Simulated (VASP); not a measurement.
# Ir (Fm-3m) in VASP: notebook

Ir is run at these levels: LDA; tasks: single point, relaxation of cell and atoms.

All numbers are computed with VASP 6.6.1; they aren't measurements. Logs are shortened: lines on timing, memory, paths and dates and some standing lists are left out, and cuts for length are marked.

## 1. The cell of the first run

The structure is cubic, space group Fm-3m (No. 225). Conventional cell: a = 3.812 Å, b = 3.812 Å, c = 3.812 Å, α = 90.00°, β = 90.00°, γ = 90.00°. Ir (site symmetry m-3m) has 12 Ir at 2.70 Å within 3.6 Å.

## 2. Single point, LDA

INCAR

```
PREC = Accurate
ENCUT = 500
EDIFF = 1E-6
ISMEAR = -1
SIGMA = 0.1
LREAL = F
LASPH = T
NELM = 120
ALGO = Normal
ISIF = 2
LWAVE = F
LCHARG = F
GGA = CA
NBANDS = 10
GGA_COMPAT = F
```

KPOINTS

```
regular mesh
0
Gamma
  10 10 10
```

POSCAR

```
Ir
1.0
    0.0000000000      1.9058972467      1.9058972467
    1.9058972467      0.0000000000      1.9058972467
    1.9058972467      1.9058972467      0.0000000000
Ir
1
Direct
    0.0000000000      0.0000000000      0.0000000000
```

Potentials or basis: VASP PAW LDA potentials, release 64 (Ir).

On the command line:

```
cat potpaw_LDA.64/Ir/POTCAR > POTCAR
mpirun -np 1 vasp_std > vasp.out
```

OUTCAR:

```text
PREC = Accurate
   ENCUT = 500
   EDIFF = 1E-6
   ISMEAR = -1
   LREAL = F
   LASPH = T
   NELM = 120
   ISIF = 2
   GGA = CA

 ion  position               nearest neighbor table
   1  0.000  0.000  0.000-

  LATTYP: Found a face centered cubic cell.
 ALAT       =     3.8117944934

  Lattice vectors:

 A1 = (   0.0000000000,   1.9058972467,   1.9058972467)
 A2 = (   1.9058972467,   0.0000000000,   1.9058972467)
 A3 = (   1.9058972467,   1.9058972467,   0.0000000000)

Analysis of symmetry for initial positions (statically):
=====================================================================
 Subroutine PRICEL returns:
 Original cell was already a primitive cell.

 Routine SETGRP: Setting up the symmetry group for a
 face centered cubic supercell.

 Subroutine GETGRP returns: Found 48 space group operations
 (whereof 48 operations were pure point group operations)
 out of a pool of 48 trial point group operations.

The static configuration has the point symmetry O_h .

Analysis of symmetry for dynamics (positions and initial velocities):
=====================================================================
 Subroutine PRICEL returns:
 Original cell was already a primitive cell.

 Routine SETGRP: Setting up the symmetry group for a
 face centered cubic supercell.

 Subroutine GETGRP returns: Found 48 space group operations
 (whereof 48 operations were pure point group operations)
 out of a pool of 48 trial point group operations.

The dynamic configuration has the point symmetry O_h .

 Subroutine INISYM returns: Found 48 space group operations
 (whereof 48 operations are pure point group operations),
 and found     1 'primitive' translations

----------------------------------------------------------------------------------------

                                     Primitive cell

  volume of cell :      13.8461

  direct lattice vectors                    reciprocal lattice vectors
     0.000000000  1.905897247  1.905897247    -0.262343629  0.262343629  0.262343629
     1.905897247  0.000000000  1.905897247     0.262343629 -0.262343629  0.262343629
     1.905897247  1.905897247  0.000000000     0.262343629  0.262343629 -0.262343629

  length of vectors
     2.695345735  2.695345735  2.695345735     0.454392494  0.454392494  0.454392494
[... 79 lines left out ...]
   EDIFF  = 0.1E-05   stopping-criterion for ELM
   LREAL  =      F    real-space projection
   EDIFFG = 0.1E-04   stopping-criterion for IOM
   NSW    =      0    number of steps for IOM
   IBRION =     -1    ionic relax: 0-MD 1-quasi-New 2-CG
   NFREE  =      0    steps in history (QN), initial steepest desc. (CG)
   ISIF   =      2    stress and relaxation
   ISYM   =      2    0-nonsym 1-usesym 2-fastsym
   POTIM  = 0.5000    time-step for ionic-motion
   TEBEG  =    0.0;   TEEND  =   0.0 temperature during run
   PSTRESS=    0.0 pullay stress
   NELECT =       9.0000    total number of electrons
   NUPDOWN=      -1.0000    fix difference up-down
   EMIN   =  10.00;   EMAX   =-10.00  energy-range for DOS
   EFERMI =   0.00;   METHOD = LEGACY
   ISMEAR =    -1;   SIGMA  =   0.10  broadening in eV -4-tet -1-fermi 0-gaus
   EFERMI_NEDOS =   21; number of points for ismear=-14 and -15
   IALGO  =     38    algorithm
   IMIX   =      4    mixing-type and parameters
     AMIX     =   0.40;   BMIX     =  1.00
     AMIX_MAG =   1.60;   BMIX_MAG =  1.00
  volume/ion in A,a.u.               =      13.85        93.44
  Fermi-wavevector in a.u.,A,eV,Ry     =   1.418120  2.679857 27.362175  2.011063
  Thomas-Fermi vector in A             =   2.539278
   LORBIT       =      0    0 simple, 1 ext, 2 COOP (PROOUT), +10 PAW based schemes
   GGA     = CA    functional components
   LHFCALC =     F    Hartree Fock is set to
   AEXX    =    0.0000 exact exchange contribution
   IVDW    =     0    specifies the selected vdW correction
   LEPSILON=     F    determine dielectric tensor
   LRPA    =     F    only Hartree local field effects (RPA)
 non-spin polarized calculation
  energy-cutoff  :      500.00
  volume of cell :       13.85
 maximum number of plane-waves:       364
   NGX =  9   NGY =  9   NGZ =  9

 number of electron       9.0000001 magnetization

 Free energy of the ion-electron system (eV)
  ---------------------------------------------------
  ext. energy  EPLUGINS =         0.00000000
  ---------------------------------------------------
  free energy    TOTEN  =       -10.34485084 eV

  energy without entropy =      -10.31289578  energy(sigma->0) =      -10.32887331

 E-fermi :  10.7575     XC(G=0): -14.2638

 val. band max:       10.7448566459   @ k =  -0.3000   0.3000   0.1000
 cond. band min:      10.7950879685   @ k =  -0.4000   0.5000   0.1000
 fundamental gap:      0.0502313226
 Fermi energy:        10.7575352068

 k-point     1 :       0.0000    0.0000    0.0000
  band No.  band energies     occupation
      1      -0.6448      2.00000
      2       6.6447      2.00000
      3       6.6447      2.00000
      4       6.6447      2.00000
      5       9.4709      1.99999
      6       9.4709      1.99999
      7      24.9884      0.00000
      8      30.6618      0.00000
      9      30.6618      0.00000
     10      30.6618      0.00000
[... 287 lines left out ...]
 k-point    24 :       0.4000    0.3000    0.0000
  band No.  band energies     occupation
      1       3.1674      2.00000
      2       3.8761      2.00000
      3       7.9669      2.00000
      4       9.8001      1.99986
      5      11.5101      0.00108
      6      11.5379      0.00082
      7      23.7330      0.00000
      8      25.9866      0.00000
      9      27.0467      0.00000
     10      32.0153      0.00000

 [... further k-points ...]

------------------------ aborting loop because EDIFF is reached ----------------------------------------

  FORCE on cell =-STRESS in cart. coord.  units (eV):
  Direction    XX          YY          ZZ          XY          YZ          ZX
  --------------------------------------------------------------------------------------
  -------------------------------------------------------------------------------------
  Total        0.2247301      0.2247301      0.2247301      0.0000000     -0.0000000      0.0000000
  in kB       26.0041940     26.0041940     26.0041940      0.0000000     -0.0000000      0.0000000
  external PRESSURE =      26.0041940 kB  Pullay stress =       0.0000000 kB

 VOLUME and BASIS-vectors are now :
 -----------------------------------------------------------------------------
  energy-cutoff  :      500.00
  volume of cell :       13.85
      direct lattice vectors                 reciprocal lattice vectors
     0.000000000  1.905897247  1.905897247    -0.262343629  0.262343629  0.262343629
     1.905897247  0.000000000  1.905897247     0.262343629 -0.262343629  0.262343629
     1.905897247  1.905897247  0.000000000     0.262343629  0.262343629 -0.262343629

 POSITION                                       TOTAL-FORCE (eV/Angst)
 -----------------------------------------------------------------------------------
      0.00000      0.00000      0.00000         0.000000      0.000000      0.000000
 -----------------------------------------------------------------------------------
    total drift:                                0.000000      0.000000      0.000000

  FREE ENERGIE OF THE ION-ELECTRON SYSTEM (eV)
  ---------------------------------------------------
  free  energy   TOTEN  =       -10.3448508395 eV

  energy  without entropy=      -10.3128957769  energy(sigma->0) =      -10.32887331
```

OSZICAR:

```text
N       E                     dE             d eps       ncg     rms          rms(c)
DAV:   1     0.452890550431E+02    0.45289E+02   -0.42860E+03   948   0.790E+02
DAV:   2    -0.100602152273E+02   -0.55349E+02   -0.52129E+02   960   0.195E+02
DAV:   3    -0.109409512941E+02   -0.88074E+00   -0.87910E+00  1114   0.294E+01
DAV:   4    -0.109495263854E+02   -0.85751E-02   -0.85739E-02  1060   0.272E+00
DAV:   5    -0.109497105299E+02   -0.18414E-03   -0.18414E-03  1098   0.388E-01    0.167E+01
DAV:   6    -0.104469670904E+02    0.50274E+00   -0.86009E-01  1058   0.114E+01    0.670E+00
DAV:   7    -0.103523074241E+02    0.94660E-01   -0.26030E-01  1136   0.573E+00    0.146E+00
DAV:   8    -0.103497305493E+02    0.25769E-02   -0.17482E-03  1022   0.425E-01    0.116E+00
DAV:   9    -0.103448639931E+02    0.48666E-02   -0.24329E-03  1042   0.739E-01    0.392E-02
DAV:  10    -0.103448502004E+02    0.13793E-04   -0.13714E-05  1346   0.398E-02    0.101E-02
DAV:  11    -0.103448508395E+02   -0.63903E-06   -0.14985E-06   980   0.899E-03
   1 F= -.10344851E+02 E0= -.10328873E+02  d E =-.319551E-01
```

Wall time 4.7 s (1 thread of Intel Xeon 6975P-C, shared host); peak memory 0.12 GiB.

Results:

- Free energy: -10.3449 eV
- Pressure: 2.6 GPa

Levels at points of the mesh, in eV from the Fermi level:
| k point | band 1 | band 2 | band 3 | band 4 | band 5 | band 6 | band 7 | band 8 | band 9 |
| --- | --- | --- | --- | --- | --- | --- | --- | --- | --- |
| (0.00, 0.00, 0.00) | -11.40 | -4.11 | -4.11 | -4.11 | -1.29 | -1.29 | 14.23 | 19.90 | 19.90 |
| (0.50, 0.00, 0.00) | -8.41 | -4.21 | -4.21 | -0.83 | 0.87 | 0.87 | 7.42 | 13.78 | 19.86 |
| (0.50, 0.50, 0.00) | -8.23 | -7.67 | 0.87 | 1.46 | 1.46 | 1.67 | 10.76 | 11.74 | 11.74 |

Caveat: spin-orbit coupling is left out, which moves the levels of the heavy elements.

## 3. Relaxation of cell and atoms, LDA

This run uses another cell than the first one, of 14.06 Å³/atom, 1.015 times its volume.

INCAR

```
ALGO = Normal
EDIFF = 1E-7
EDIFFG = -0.01
ENCUT = 500
GGA_COMPAT = False
IBRION = 2
ISIF = 3
ISMEAR = -1
LASPH = True
LCHARG = False
LREAL = False
LWAVE = False
NELM = 120
NELMIN = 4
NSW = 80
PREC = Accurate
SIGMA = 0.1
```

KPOINTS

```
k-points
0
Gamma
  10 10 10
```

POSCAR

```
Ir
1.0
    0.0000000000      1.9156000000      1.9156000000
    1.9156000000      0.0000000000      1.9156000000
    1.9156000000      1.9156000000      0.0000000000
Ir
1
Direct
    0.0000000000      0.0000000000      0.0000000000
```

Potentials or basis: VASP PAW LDA potentials, release 64 (Ir).

On the command line:

```
cat potpaw_LDA.64/Ir/POTCAR > POTCAR
mpirun -np 1 vasp_std > vasp.out
```

Wall time 8.5 s (1 thread of Intel Xeon 6975P-C, shared host); peak memory 0.13 GiB.

It converged, with:

```
Free energy                            : -10.3457 eV
Relaxed volume                         : 13.94 Å³/atom
Relaxed cell                           : a = 2.701 Å, b = 2.701 Å, c = 2.701 Å, α = 60.00°, β = 60.00°, γ = 60.00°
Space group after relaxing (to 0.05 Å) : Fm-3m (No. 225)
Energy gained by relaxing              : 1.4 meV/atom
Ionic steps                            : 3
Pressure after relaxing                : -0.1 GPa
```

Step by step:
| step | energy change (eV) | largest force (eV/Å) | pressure (GPa) | volume (Å³) |
| --- | --- | --- | --- | --- |
| 1 | 0.0000 | 0.0000 | -3.52 | 14.06 |
| 2 | 0.0224 | 0.0000 | 15.99 | 13.44 |
| 3 | -0.0014 | 0.0000 | -0.06 | 13.94 |

Final structure:
```xyz
1
Lattice="0.0000 1.9100 1.9100 1.9100 0.0000 1.9100 1.9100 1.9100 0.0000" Properties=species:S:1:pos:R:3 pbc="T T T"
Ir    0.0000    0.0000    0.0000
```

Levels at points of the mesh, in eV from the Fermi level:
```csv
k point,band 2,band 3,band 4,band 5,band 6,band 7
"(0.00, 0.00, 0.00)",-4.07,-4.07,-4.07,-1.27,-1.27,14.25
"(0.50, 0.00, 0.00)",-4.16,-4.16,-0.82,0.86,0.86,7.36
"(0.50, 0.50, 0.00)",-7.60,0.86,1.45,1.45,1.68,10.67
```

Caveat: spin-orbit coupling is left out, which moves the levels of the heavy elements. LDA usually gives volumes a few per cent too small.
